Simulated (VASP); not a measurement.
# CaO (I4/mmm) in VASP: notebook

The runs below take CaO through single point, with PBEsol.

All numbers are computed with VASP 6.6.1; they aren't measurements. Logs are shortened: lines on timing, memory, paths and dates and some standing lists are left out, and cuts for length are marked.

## (1) The cell of the first run

It takes space group I4/mmm (No. 139, tetragonal). The conventional cell has a = 3.337 Å, b = 3.337 Å, c = 4.793 Å, α = 90.00°, β = 90.00°, γ = 90.00°. Ca (site symmetry 4/mmm) has 6 O at 2.36 to 2.40 Å within 3.1 Å. O (site symmetry 4/mmm) has 6 Ca at 2.36 to 2.40 Å within 3.1 Å.

## (2) Single point, PBEsol (in-plane strain -0.01, then relaxed in part)

INCAR reads:

```
SYSTEM = CaO
PREC = Accurate
ENCUT = 520
EDIFF = 1E-6
ISMEAR = 0
SIGMA = 0.01
LREAL = .FALSE.
LASPH = .TRUE.
NELM = 60
ALGO = Normal
ISIF = 2
LWAVE = .FALSE.
LCHARG = .FALSE.
GGA = PS
NBANDS = 15
```

KPOINTS reads:

```
regular mesh
0
G
  8 8 8
  0 0 0
```

POSCAR reads:

```
CaO
1.0
    2.3597404979      2.3597404979      0.0000000000
   -2.3597404979      2.3597404979      0.0000000000
    0.0000000000      2.3597404979      2.3966288490
Ca O
1 1
Direct
    0.0000000000      0.0000000000      0.0000000000
    0.5000000000      0.5000000000      0.0000000000
```

Potentials or basis: VASP PAW PBE potentials, release 64 (Ca_sv, O).

The run is started by

```bash
> cat potpaw_PBE.64/Ca_sv/POTCAR potpaw_PBE.64/O/POTCAR > POTCAR
> mpirun -np 1 vasp_std > vasp.out
```

OUTCAR:

```text
SYSTEM = CaO
   PREC = Accurate
   ENCUT = 520
   EDIFF = 1E-6
   ISMEAR = 0
   LREAL = .FALSE.
   LASPH = .TRUE.
   NELM = 60
   ISIF = 2
   GGA = PS

 ion  position               nearest neighbor table
   1  0.000  0.000  0.000-   2 2.36   2 2.36   2 2.36   2 2.36   2 2.40   2 2.40
   2  0.500  0.500  0.000-   1 2.36   1 2.36   1 2.36   1 2.36   1 2.40   1 2.40

  LATTYP: Found a body centered tetragonal cell.
 ALAT       =     3.3371770158
 C/A-ratio  =     1.4363210807

  Lattice vectors:

 A1 = (   2.3597404979,   0.0000000000,  -2.3966288490)
 A2 = (  -2.3597404979,   0.0000000000,  -2.3966288490)
 A3 = (   0.0000000000,   2.3597404979,   2.3966288490)

Analysis of symmetry for initial positions (statically):
=====================================================================
 Subroutine PRICEL returns:
 Original cell was already a primitive cell.

 Routine SETGRP: Setting up the symmetry group for a
 body centered tetragonal supercell.

 Subroutine GETGRP returns: Found 16 space group operations
 (whereof 16 operations were pure point group operations)
 out of a pool of 16 trial point group operations.

The static configuration has the point symmetry D_4h.

Analysis of symmetry for dynamics (positions and initial velocities):
=====================================================================
 Subroutine PRICEL returns:
 Original cell was already a primitive cell.

 Routine SETGRP: Setting up the symmetry group for a
 body centered tetragonal supercell.

 Subroutine GETGRP returns: Found 16 space group operations
 (whereof 16 operations were pure point group operations)
 out of a pool of 16 trial point group operations.

The dynamic configuration has the point symmetry D_4h.

 Subroutine INISYM returns: Found 16 space group operations
 (whereof 16 operations are pure point group operations),
 and found     1 'primitive' translations

----------------------------------------------------------------------------------------

                                     Primitive cell

  volume of cell :      26.6907

  direct lattice vectors                    reciprocal lattice vectors
     2.359740498  2.359740498  0.000000000     0.211887706  0.211887706 -0.208626380
    -2.359740498  2.359740498  0.000000000    -0.211887706  0.211887706 -0.208626380
     0.000000000  2.359740498  2.396628849     0.000000000  0.000000000  0.417252759

  length of vectors
     3.337177016  3.337177016  3.363362166     0.365127054  0.365127054  0.417252759

  position of ions in fractional coordinates (direct lattice)
     0.000000000  0.000000000  0.000000000
     0.500000000  0.500000000  0.000000000

[... 84 lines left out ...]
   POTIM  = 0.5000    time-step for ionic-motion
   TEBEG  =    0.0;   TEEND  =   0.0 temperature during run
   PSTRESS=    0.0 pullay stress
   NELECT =      16.0000    total number of electrons
   NUPDOWN=      -1.0000    fix difference up-down
   EMIN   =  10.00;   EMAX   =-10.00  energy-range for DOS
   EFERMI =   0.00;   METHOD = LEGACY
   ISMEAR =     0;   SIGMA  =   0.01  broadening in eV -4-tet -1-fermi 0-gaus
   EFERMI_NEDOS =   21; number of points for ismear=-14 and -15
   IALGO  =     38    algorithm
   IMIX   =      4    mixing-type and parameters
     AMIX     =   0.40;   BMIX     =  1.00
     AMIX_MAG =   1.60;   BMIX_MAG =  1.00
  volume/ion in A,a.u.               =      13.35        90.06
  Fermi-wavevector in a.u.,A,eV,Ry     =   1.380369  2.608518 25.924778  1.905417
  Thomas-Fermi vector in A             =   2.505252
   LORBIT       =      0    0 simple, 1 ext, 2 COOP (PROOUT), +10 PAW based schemes
   GGA     = PS    functional components
   LHFCALC =     F    Hartree Fock is set to
   AEXX    =    0.0000 exact exchange contribution
   IVDW    =     0    specifies the selected vdW correction
   LEPSILON=     F    determine dielectric tensor
   LRPA    =     F    only Hartree local field effects (RPA)
 non-spin polarized calculation
 Gauss-broadening in eV      SIGMA  =   0.01
  energy-cutoff  :      520.00
  volume of cell :       26.69
 maximum number of plane-waves:       732
 NGX is ok and might be reduce to    28
   NGX = 13   NGY = 13   NGZ = 13

 number of electron      15.9999997 magnetization

 Free energy of the ion-electron system (eV)
  ---------------------------------------------------
  ext. energy  EPLUGINS =         0.00000000
  ---------------------------------------------------
  free energy    TOTEN  =       -13.40399699 eV

  energy without entropy =      -13.40399699  energy(sigma->0) =      -13.40399699

 E-fermi :   2.5826     XC(G=0): -10.9321

 val. band max:        2.4374173855   @ k =   0.0000   0.0000   0.0000
 cond. band min:       5.9192916259   @ k =   0.5000   0.5000   0.0000
 fundamental gap:      3.4818742404
 Fermi energy:         2.5825608634

 k-point     1 :       0.0000    0.0000    0.0000
  band No.  band energies     occupation
      1     -34.8080      2.00000
      2     -15.6235      2.00000
      3     -15.6148      2.00000
      4     -15.6148      2.00000
      5     -13.0994      2.00000
      6       2.3931      2.00000
      7       2.4374      2.00000
      8       2.4374      2.00000
      9       7.2972      0.00000
     10       8.6297      0.00000
     11       8.7442      0.00000
     12       8.7442      0.00000
     13      10.2504      0.00000
     14      10.3869      0.00000
[... 401 lines left out ...]
      2     -16.5692      2.00000
      3     -15.7700      2.00000
      4     -15.6327      2.00000
      5     -12.0755      2.00000
      6       0.4056      2.00000
      7       1.3753      2.00000
      8       1.6857      2.00000
      9       8.6846      0.00000
     10       9.7564      0.00000
     11       9.9083      0.00000
     12      10.6675      0.00000
     13      12.1625      0.00000
     14      12.6157      0.00000
     15      18.4958      0.00000

 [... further k-points ...]
[... 5 lines left out ...]
  --------------------------------------------------------------------------------------
  -------------------------------------------------------------------------------------
  Total        0.5711540      0.5711540      0.0896267      0.0000000      0.0000000      0.0000000
  in kB       34.2850325     34.2850325      5.3800820      0.0000000      0.0000000      0.0000000
  external PRESSURE =      24.6500490 kB  Pullay stress =       0.0000000 kB

 VOLUME and BASIS-vectors are now :
 -----------------------------------------------------------------------------
  energy-cutoff  :      520.00
  volume of cell :       26.69
      direct lattice vectors                 reciprocal lattice vectors
     2.359740498  2.359740498  0.000000000     0.211887706  0.211887706 -0.208626380
    -2.359740498  2.359740498  0.000000000    -0.211887706  0.211887706 -0.208626380
     0.000000000  2.359740498  2.396628849     0.000000000  0.000000000  0.417252759

 POSITION                                       TOTAL-FORCE (eV/Angst)
 -----------------------------------------------------------------------------------
      0.00000      0.00000      0.00000         0.000000      0.000000      0.000000
      0.00000      2.35974      0.00000        -0.000000     -0.000000      0.000000
 -----------------------------------------------------------------------------------
    total drift:                               -0.000000      0.000000     -0.000000

  FREE ENERGIE OF THE ION-ELECTRON SYSTEM (eV)
  ---------------------------------------------------
  free  energy   TOTEN  =       -13.4039969883 eV

  energy  without entropy=      -13.4039969883  energy(sigma->0) =      -13.40399699
```

OSZICAR:

```text
N       E                     dE             d eps       ncg     rms          rms(c)
DAV:   1     0.122968754457E+03    0.12297E+03   -0.83795E+03  1770   0.110E+03
DAV:   2    -0.976309714973E+01   -0.13273E+03   -0.12430E+03  2198   0.293E+02
DAV:   3    -0.148013746514E+02   -0.50383E+01   -0.50044E+01  2177   0.592E+01
DAV:   4    -0.149303420614E+02   -0.12897E+00   -0.12890E+00  2461   0.852E+00
DAV:   5    -0.149320369605E+02   -0.16949E-02   -0.16949E-02  2058   0.823E-01    0.808E+00
DAV:   6    -0.134974943811E+02    0.14345E+01   -0.42160E+00  2009   0.209E+01    0.346E+00
DAV:   7    -0.134206419397E+02    0.76852E-01   -0.35252E-01  2022   0.629E+00    0.176E+00
DAV:   8    -0.134049854693E+02    0.15656E-01   -0.70329E-02  2239   0.286E+00    0.400E-01
DAV:   9    -0.134036651907E+02    0.13203E-02   -0.48257E-03  1903   0.584E-01    0.100E-01
DAV:  10    -0.134040218480E+02   -0.35666E-03   -0.48564E-04  2092   0.251E-01    0.430E-02
DAV:  11    -0.134039975682E+02    0.24280E-04   -0.38529E-05  2463   0.868E-02    0.530E-03
DAV:  12    -0.134039969883E+02    0.57993E-06   -0.54995E-06  1987   0.243E-02
   1 F= -.13403997E+02 E0= -.13403997E+02  d E =-.710930E-96
```

Run time: 13 s. Hardware: 1 thread of Intel Xeon Platinum 8559C (Emerald Rapids), shared host; peak memory 0.16 GiB.

What came out:

- Free energy: -13.4040 eV
- Pressure: 2.5 GPa
- Band gap on the k mesh: 3.48 eV, indirect (least direct gap 3.86 eV)

Levels at points of the mesh, in eV from the valence-band top:
```
           k point  band 6  band 7  band 8  band 9  band 10  band 11
(0.00, 0.00, 0.00)   -0.04    0.00    0.00    4.86     6.19     6.31
(0.50, 0.00, 0.00)   -2.81   -1.32   -1.32    7.18     8.57     8.58
(0.50, 0.50, 0.00)   -1.28   -0.42   -0.38    3.48     8.32     9.14
(0.00, 0.00, 0.50)   -1.38   -0.35   -0.35    3.53     8.31     9.14
```

Caveat: the cell differs from its parent crystal (in-plane strain -0.01, then relaxed in part); the PAW data sets were made with another functional, which shifts forces and pressure a little. A k mesh can miss the band edges.

## (3) Single point, PBEsol (in-plane strain -0.01)

INCAR reads:

```
SYSTEM = CaO
PREC = Accurate
ENCUT = 520
EDIFF = 1E-6
ISMEAR = 0
SIGMA = 0.01
LREAL = .False.
LASPH = .True.
NELM = 60
ALGO = Normal
ISIF = 2
LWAVE = .False.
LCHARG = .False.
GGA = PS
NBANDS = 15
```

KPOINTS reads:

```
Automatic mesh
0
Gamma
  8 8 8
  0 0 0
```

POSCAR: that of step 2 with these lines changed.

```diff
@@ -4,3 +4,3 @@
    -2.3597404979      2.3597404979      0.0000000000
-    0.0000000000      2.3597404979      2.3966288490
+    0.0000000000      2.3597404979      2.3978777180
 Ca O
```

Potentials or basis: VASP PAW PBE potentials, release 64 (Ca_sv, O).

The run is started by

```bash
> cat potpaw_PBE.64/Ca_sv/POTCAR potpaw_PBE.64/O/POTCAR > POTCAR
> mpirun -np 1 vasp_std > vasp.out
```

Wall time 13 s (1 thread of Intel Xeon Platinum 8559C (Emerald Rapids), shared host); peak memory 0.17 GiB.

Results (log left out):

| Quantity | Value |
| --- | --- |
| Free energy | -13.4041 eV |
| Pressure | 2.4 GPa |
| Band gap on the k mesh | 3.48 eV, indirect (least direct gap 3.86 eV) |

Stress tensor (GPa, compression positive):
```
3.40 0.00 0.00
0.00 3.40 0.00
0.00 0.00 0.42
```

Levels at points of the mesh, in eV from the valence-band top:
```csv
k point,band 6,band 7,band 8,band 9,band 10,band 11
"(0.00, 0.00, 0.00)",-0.05,0.00,0.00,4.85,6.19,6.31
"(0.50, 0.00, 0.00)",-2.80,-1.32,-1.32,7.18,8.56,8.58
"(0.50, 0.50, 0.00)",-1.28,-0.42,-0.38,3.48,8.32,9.14
"(0.00, 0.00, 0.50)",-1.38,-0.35,-0.35,3.53,8.31,9.13
```

Caveat: the cell differs from its parent crystal (in-plane strain -0.01); the PAW data sets were made with another functional, which shifts forces and pressure a little.

## (4) Single point, PBEsol (in-plane strain -0.005, then relaxed in part)

INCAR reads:

```
  PREC = Accurate
  ENCUT = 520
  EDIFF = 1E-6
  ISMEAR = 0
  SIGMA = 0.01
  LREAL = F
  LASPH = T
  NELM = 80
  ALGO = Normal
  ISIF = 2
  LWAVE = F
  LCHARG = F
  GGA = PS
  NBANDS = 15
```

KPOINTS reads:

```
regular mesh
0
Gamma
  8 8 8
```

POSCAR reads:

```
CaO
1.0
    2.3716583792      2.3716583792      0.0000000000
   -2.3716583792      2.3716583792      0.0000000000
    0.0000000000      2.3716583792      2.3900163418
Ca O
1 1
Direct
    0.0000000000      0.0000000000      0.0000000000
    0.5000000000      0.5000000000      0.0000000000
```

The run is started by

```bash
> cat potpaw_PBE.64/Ca_sv/POTCAR potpaw_PBE.64/O/POTCAR > POTCAR
> mpirun -np 1 vasp_std > vasp.out
```

Wall time 13 s (1 thread of Intel Xeon Platinum 8559C (Emerald Rapids), shared host); peak memory 0.16 GiB.

Results (log left out):

```
Free energy            : -13.4086 eV
Pressure               : 1.5 GPa
Band gap on the k mesh : 3.50 eV, indirect (least direct gap 3.88 eV)
```

Stress tensor (GPa, compression positive):
```
1.97 0.00 0.00
0.00 1.97 0.00
0.00 0.00 0.58
```

Levels at points of the mesh, in eV from the valence-band top:
```tsv
k point	band 6	band 7	band 8	band 9	band 10	band 11
(0.00, 0.00, 0.00)	-0.02	0.00	0.00	4.81	6.22	6.28
(0.50, 0.00, 0.00)	-2.78	-1.29	-1.29	7.16	8.54	8.55
(0.50, 0.50, 0.00)	-1.29	-0.39	-0.37	3.50	8.28	9.10
(0.00, 0.00, 0.50)	-1.34	-0.36	-0.36	3.53	8.27	9.10
```

Caveat: the cell differs from its parent crystal (in-plane strain -0.005, then relaxed in part); the PAW data sets were made with another functional, which shifts forces and pressure a little. A k mesh can miss the band edges.

## (5) Single point, PBEsol (in-plane strain -0.005)

INCAR reads:

```
PREC     = Accurate       # precision mode
ENCUT    = 520            # plane-wave cutoff, eV
EDIFF    = 1E-6           # SCF threshold, eV
ISMEAR   = 0              # smearing method
SIGMA    = 0.01           # smearing width, eV
LREAL    = F              # projectors in reciprocal space
LASPH    = T              # aspherical terms in the spheres
NELM     = 80             # most SCF steps
ALGO     = Normal         # electronic algorithm
ISIF     = 2              # what is computed and relaxed
LWAVE    = F              # write WAVECAR
LCHARG   = F              # write CHGCAR
GGA      = PS             # functional
NBANDS   = 15             # bands
```

KPOINTS reads:

```
Automatic mesh
0
Gamma
  8 8 8
```

POSCAR: that of step 4 with these lines changed.

```diff
@@ -4,3 +4,3 @@
    -2.3716583792      2.3716583792      0.0000000000
-    0.0000000000      2.3716583792      2.3900163418
+    0.0000000000      2.3716583792      2.3907269892
 Ca O
```

The run is started by

```bash
> cat potpaw_PBE.64/Ca_sv/POTCAR potpaw_PBE.64/O/POTCAR > POTCAR
> mpirun -np 1 vasp_std > vasp.out
```

It took 13 s on 1 thread of Intel Xeon Platinum 8559C (Emerald Rapids), shared host; peak memory 0.17 GiB.

Results (log left out):

```yaml
Free_energy: -13.4086 eV
Pressure: 1.5 GPa
Band_gap_on_the_k_mesh: 3.50 eV, indirect (least direct gap 3.88 eV)
```

Stress tensor (GPa, compression positive):
```
1.96 0.00 0.00
0.00 1.96 0.00
0.00 0.00 0.51
```

Levels at points of the mesh, in eV from the valence-band top:
| k point | band 4 | band 5 | band 6 | band 7 | band 8 | band 9 | band 10 | band 11 | band 12 | band 13 |
| --- | --- | --- | --- | --- | --- | --- | --- | --- | --- | --- |
| (0.00, 0.00, 0.00) | -18.08 | -15.51 | -0.02 | 0.00 | 0.00 | 4.81 | 6.22 | 6.28 | 6.28 | 7.82 |
| (0.50, 0.00, 0.00) | -18.14 | -14.13 | -2.78 | -1.29 | -1.29 | 7.16 | 8.54 | 8.54 | 8.57 | 10.69 |
| (0.50, 0.50, 0.00) | -18.35 | -15.27 | -1.29 | -0.40 | -0.38 | 3.50 | 8.27 | 9.10 | 9.77 | 9.83 |
| (0.00, 0.00, 0.50) | -18.34 | -15.27 | -1.34 | -0.36 | -0.36 | 3.53 | 8.27 | 9.10 | 9.80 | 9.80 |

Caveat: the cell differs from its parent crystal (in-plane strain -0.005); the PAW data sets were made with another functional, which shifts forces and pressure a little. A k mesh can miss the band edges.

## (6) Overview

| cell | gap on the mesh (eV) | pressure (GPa) |
| --- | --- | --- |
| a = 3.337, b = 3.337, c = 3.363 Å, angles 60.3, 60.3, 90.0°, 2 atoms | 3.48 | 2.5 |
| a = 3.337, b = 3.337, c = 3.364 Å, angles 60.3, 60.3, 90.0°, 2 atoms | 3.48 | 2.4 |
| a = 3.354, b = 3.354, c = 3.367 Å, angles 60.1, 60.1, 90.0°, 2 atoms | 3.50 | 1.5 |
| a = 3.354, b = 3.354, c = 3.368 Å, angles 60.1, 60.1, 90.0°, 2 atoms | 3.50 | 1.5 |

Alike in all rows: task single point; level PBEsol; potentials or basis VASP PAW PBE potentials, release 64 (Ca_sv, O); no spin polarisation; k mesh 8 × 8 × 8; cutoff (eV) 520; smearing gaussian 0.01 eV.

Caveats: the PAW data sets were made with another functional, which shifts forces and pressure a little.

Total energies depend on the potentials used, so only differences within one code and one set of settings carry meaning.
